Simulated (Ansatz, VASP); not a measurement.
**Hg in VASP and in Ansatz**

```xyz
2
Lattice="0.0000 5.3065 5.3065 5.3065 0.0000 5.3065 5.3065 5.3065 0.0000" Properties=species:S:1:pos:R:3 pbc="T T T"
Hg    1.3266    1.3266    1.3266
Hg    9.2863    9.2863    9.2863
```

Alike in both runs: task single point; functional RPBE; k mesh 6 × 6 × 6; occupations fermi-dirac, width 0.1 eV; no spin polarisation.

|  | VASP | Ansatz |
| --- | --- | --- |
| version | VASP 6.6.1 | Ansatz 0.2.0 |
| potentials or method | VASP PAW PBE potentials, release 64 (Hg), cutoff 520 eV | plane waves (420 eV) with PAW, scalar-relativistic |
| valence electrons in the cell | 24 | 40 |

Ansatz gave:

```
gap on the k mesh at the Fermi level (eV) : 4.10
pressure (GPa)                            : 0.0
```

Estimate VASP's values.

gap on the k mesh at the Fermi level (eV): 4.11; pressure (GPa): 0.0.

VASP's potentials were made for PBE, not for RPBE. The functional is the same, so the differences come from potentials, cutoffs and numerics. VASP's potentials hold 24 valence electrons a cell and Ansatz's 40, so a difference there can come from the potentials and not from the codes. Ansatz's warnings: xc potential rough in thin density.

Spin-orbit coupling is off throughout.
